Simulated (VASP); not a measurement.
HfB4:

```
Hf B
1.0
     3.09264    0.00000    0.00000
    -1.54632    2.67831    0.00000
     0.00000    0.00000    5.04552
Hf B
1 4
Direct
  0.00000 0.00000 0.00000
  0.00000 0.00000 0.37600
  0.00000 0.00000 0.62400
  0.33333 0.66667 0.00000
  0.66667 0.33333 0.00000
```

```yaml
Program: VASP 6.6.1
Task: relaxation of cell and atoms
Functional: PBE
Potentials_or_basis: VASP PAW PBE potentials, release 64 (Hf_pv, B)
Cutoff: 600 eV
k_mesh: 6 × 6 × 4
Occupations: gaussian, width 0.1 eV
Spin: no spin polarisation
```

At the start: pressure 195.1 GPa; volume 8.36 Å³/atom.

Q: How do energy, volume and symmetry change on relaxing?

A: Over 18 steps the energy falls by 3202.8 meV/atom and the volume is 17.31 Å³/atom (+107.1 %); space group P6/mmm (No. 191, to 0.05 Å).

Step by step:
| step | energy change (eV) | largest force (eV/Å) | pressure (GPa) | volume (Å³) |
| --- | --- | --- | --- | --- |
| 1 | 0.0000 | 11.0825 | 195.12 | 41.79 |
| 2 | -9.2373 | 4.8141 | -3.85 | 138.09 |
| 3 | -12.0879 | 7.9792 | 19.23 | 76.27 |
| 4 | -11.9280 | 7.2301 | 8.13 | 89.06 |
| 5 | -12.0669 | 7.5139 | 12.17 | 83.65 |
| 6 | -14.4241 | 1.6025 | -11.28 | 109.82 |
| 7 | -14.6320 | 2.6164 | -8.23 | 103.08 |
| 8 | -15.7336 | 1.6244 | -4.94 | 92.93 |
| 9 | -15.9282 | 1.4743 | 0.10 | 86.54 |
| 10 | -15.9536 | 0.0113 | -2.04 | 88.68 |
| 11 | -15.9587 | 0.3342 | -1.55 | 88.13 |
| 12 | -15.9584 | 0.5140 | -1.28 | 87.84 |
| 13 | -16.0073 | 0.1008 | 0.59 | 85.78 |
| 14 | -16.0085 | 0.0082 | 0.93 | 85.44 |
| 15 | -16.0137 | 0.0602 | 0.13 | 86.45 |
| 16 | -16.0137 | 0.0608 | 0.12 | 86.46 |
| 17 | -16.0137 | 0.0599 | -0.01 | 86.63 |
| 18 | -16.0138 | 0.0110 | 0.04 | 86.56 |

Final structure:
```
Hf B
1.0
     3.99556    0.00000    0.00000
    -1.99778    3.46025    0.00000
     0.00000    0.00000    6.26078
Hf B
1 4
Direct
  0.00000 0.00000 0.00000
  0.00000 0.00000 0.36913
  0.00000 0.00000 0.63087
  0.33333 0.66667 0.00000
  0.66667 0.33333 0.00000
```

Caveat: the k points lie up to 0.30 Å⁻¹ apart in the final cell; the volume moved by over 15 % at a fixed basis, so the end points are rough.
